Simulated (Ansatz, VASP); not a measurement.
# Y2SiSe in VASP and in Ansatz

File INCAR:

```
SYSTEM = Y2SiSe
PREC     = Accurate       ! precision mode
ENCUT    = 520            ! plane-wave cutoff, eV
EDIFF    = 1E-6           ! SCF threshold, eV
ISMEAR   = 0              ! smearing method
SIGMA    = 0.1            ! smearing width, eV
LREAL    = .FALSE.        ! projectors in reciprocal space
LASPH    = .TRUE.         ! aspherical terms in the spheres
NELM     = 80             ! most SCF steps
ALGO     = Normal         ! electronic algorithm
ISIF     = 2              ! what is computed and relaxed
LWAVE    = .FALSE.        ! write WAVECAR
LCHARG   = .TRUE.         ! write CHGCAR
GGA      = PE             ! functional
LELF     = .TRUE.         ! ELF
LVHAR    = .TRUE.       
NBANDS   = 24             ! bands
```

The input KPOINTS:

```
regular mesh
0
G
  4 4 4
  0 0 0
```

File POSCAR:

```
Y2SiSe
1.0
    4.9395331300      0.0000000000      0.0000000000
    0.0000000000      4.9395331300      0.0000000000
    0.0000000000      0.0000000000      4.3999230500
Y Si Se
2 1 1
Direct
    0.5000000000      0.0000000000      0.8809728800
    0.0000000000      0.5000000000      0.8809728800
    0.5000000000      0.5000000000      0.7612335400
    0.0000000000      0.0000000000      0.0003920900
```

Input for Ansatz:

```yaml
crystal:
  lattice:
    - [4.93953313, 0.0, 0.0]
    - [0.0, 4.93953313, 0.0]
    - [0.0, 0.0, 4.39992305]
  atoms:
    - { symbol: "Y", position: [0.5, 0.0, 0.88097288] }
    - { symbol: "Y", position: [0.0, 0.5, 0.88097288] }
    - { symbol: Si, position: [0.5, 0.5, 0.76123354] }
    - { symbol: Se, position: [0.0, 0.0, 0.00039209] }
basis:
  ecutwfc: 420
kpoints:
  mp_grid: { grid: [4, 4, 4] }
hamiltonian:
  xc: pbe
scf:
  occupations: { method: gaussian, width: 0.1 }
  lower_state_search: "off"
output:
  forces: true
  stress: true
  eigenvalues: true
```

Alike in both runs: task single point; functional PBE; k mesh 4 × 4 × 4; occupations gaussian, width 0.1 eV; no spin polarisation.

|  | VASP | Ansatz |
| --- | --- | --- |
| version | VASP 6.6.1 | Ansatz 0.2.0 |
| potentials or method | VASP PAW PBE potentials, release 64 (Y_sv, Si, Se), cutoff 520 eV | scalar-relativistic, plane waves, PAW |
| valence electrons in the cell | 32 | 42 |

|  | VASP | Ansatz | Ansatz less VASP |
| --- | --- | --- | --- |
| gap on the k mesh at the Fermi level (eV) | none | none | - |
| pressure (GPa) | 25.1 | 25.2 | +0.04 |
| traceless stress, the component that is largest in VASP (GPa) | -23.03 | -23.05 | -0.022 |
| rms of the force components (eV/Å) | 0.834 | 0.835 | +0.0011 |

Atom by atom the forces differ by 0.004 eV/Å (rms over components). A gap of «none» marks a metal or a gap that the smearing closes. With one functional, cell and mesh, what is left measures potentials, basis and numerics. VASP's potentials hold 32 valence electrons a cell and Ansatz's 42, so a difference there can come from the potentials and not from the codes.
